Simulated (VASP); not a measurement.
A run of VASP 6.6.1:

Contents of POSCAR:

```
MgO
1.0
    3.1566885389      0.0000000000      0.0000000000
   -1.5783442695      2.7337724665      0.0000000000
    0.0000000000      0.0000000000      4.8329916238
Mg O
2 2
Direct
    0.3333333333      0.6666666667     -0.0110121693
    0.6666666667      0.3333333333      0.4889878307
    0.3333333333      0.6666666667      0.3860121693
    0.6666666667      0.3333333333      0.8860121693
```

Contents of INCAR.step1:

```
SYSTEM = MgO
PREC = Accurate
ENCUT = 660
ISMEAR = 0
SIGMA = 0.01
LREAL = .False.
LASPH = .True.
NELM = 120
NBANDS = 24
GGA = PE
ALGO = Normal
EDIFF = 1E-5
LWAVE = .True.
LCHARG = .False.
GGA_COMPAT = .False.
```

INCAR.step2

```
SYSTEM = MgO
PREC = Accurate
ENCUT = 660
EDIFF = 1E-6
ISMEAR = 0
SIGMA = 0.01
LREAL = .False.
LASPH = .True.
NELM = 120
ALGO = Normal
ISIF = 2
LWAVE = .False.
LCHARG = .False.
METAGGA = R2SCAN
LMIXTAU = .True.
NBANDS = 24
ISTART = 1
GGA_COMPAT = .False.
```

The input KPOINTS:

```
Automatic mesh
0
Gamma
  12 12 6
  0 0 0
```

Potentials or basis: VASP PAW PBE potentials, release 64 (Mg_sv, O).

Launch:

```sh
$ cat potpaw_PBE.64/Mg_sv/POTCAR potpaw_PBE.64/O/POTCAR > POTCAR
$ cp INCAR.step1 INCAR
$ mpirun -np 1 vasp_std > vasp.out
$ cp INCAR.step2 INCAR
$ mpirun -np 1 vasp_std > vasp.out
```

Hardware: 1 thread of Intel(R) Xeon(R) Platinum 8488C (Sapphire Rapids), on a shared host.

Question: How long does it take, and how much memory?

Answer: It took 3.5 min on 1 thread of Intel(R) Xeon(R) Platinum 8488C (Sapphire Rapids), on a shared host, peak memory 0.23 GiB. Counts: k points 76.
